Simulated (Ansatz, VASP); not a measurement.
Two plane-wave programs on Na2Nb2O

The input INCAR:

```
PREC = Accurate ; ENCUT = 520
EDIFF = 1E-6 ; ISMEAR = 0
SIGMA = 0.1 ; LREAL = F
LASPH = T ; NELM = 150
ALGO = Normal ; ISIF = 2
LWAVE = F ; LCHARG = F
ISPIN = 2 ; MAGMOM = 0 0 0 0 0
LORBIT = 11 ; LMAXMIX = 4
GGA = PE ; NBANDS = 35
```

Contents of KPOINTS:

```
regular mesh
0
Gamma
  6 6 6
```

Contents of POSCAR:

```
Na2Nb2O
1.0
   -2.0582215400      2.0582215400      4.7921243900
    2.0582215400     -2.0582215400      4.7921243900
    2.0582215400      2.0582215400     -4.7921243900
Na Nb O
2 2 1
Direct
    0.3709999900      0.3709999900      0.0000000000
    0.6290000100      0.6290000100      0.0000000000
    0.7500000000      0.2500000000      0.5000000000
    0.2500000000      0.7500000000      0.5000000000
    0.0000000000      0.0000000000      0.0000000000
```

Input for Ansatz:

```yaml
crystal:
  lattice:
    - [-2.05822154, 2.05822154, 4.79212439]
    - [2.05822154, -2.05822154, 4.79212439]
    - [2.05822154, 2.05822154, -4.79212439]
  atoms:
    - { symbol: Na, position: [0.37099999, 0.37099999, 0.0] }
    - { symbol: Na, position: [0.62900001, 0.62900001, 0.0] }
    - { symbol: Nb, position: [0.75, 0.25, 0.5] }
    - { symbol: Nb, position: [0.25, 0.75, 0.5] }
    - { symbol: O, position: [0.0, 0.0, 0.0] }
basis:
  ecutwfc: 420
kpoints:
  mp_grid: { grid: [6, 6, 6] }
hamiltonian:
  xc: pbe
scf:
  occupations: { method: gaussian, width: 0.1 }
  lower_state_search: "off"
output:
  forces: true
  stress: true
  eigenvalues: true
  populations: true
magnetization:
  spin_polarized: true
```

Change from the starting cell: species swapped into the YGe2Ru2 type (I4/mmm, No. 139).

Alike in both runs: task single point; functional PBE; k mesh 6 × 6 × 6; occupations gaussian, width 0.1 eV; collinear spin.

```csv
,VASP,Ansatz
version,VASP 6.6.1,Ansatz 0.2.0
potentials or method,"VASP PAW PBE potentials, release 64 (Na_pv, Nb_sv, O), cutoff 520 eV","scalar-relativistic, plane waves, PAW"
valence electrons in the cell,46,50
```

VASP gave:

| Quantity | Value |
| --- | --- |
| gap on the k mesh at the Fermi level (eV) | none |
| pressure (GPa) | 24.1 |
| traceless stress, the component that is largest in VASP (GPa) | -0.04 |
| rms of the force components (eV/Å) | 2.247 |
| net moment per atom (μB) | 0.00 |

Which values does Ansatz return?

gap on the k mesh at the Fermi level (eV): none; pressure (GPa): 23.8; traceless stress, the component that is largest in VASP (GPa): 0.08; rms of the force components (eV/Å): 2.227; net moment per atom (μB): 0.00.

Atom by atom the forces differ by 0.019 eV/Å (rms over components). A gap of «none» marks a metal or a gap that the smearing closes. VASP's potentials hold 46 valence electrons a cell and Ansatz's 50, so a difference there can come from the potentials and not from the codes. Ansatz's warnings: no starting moments.
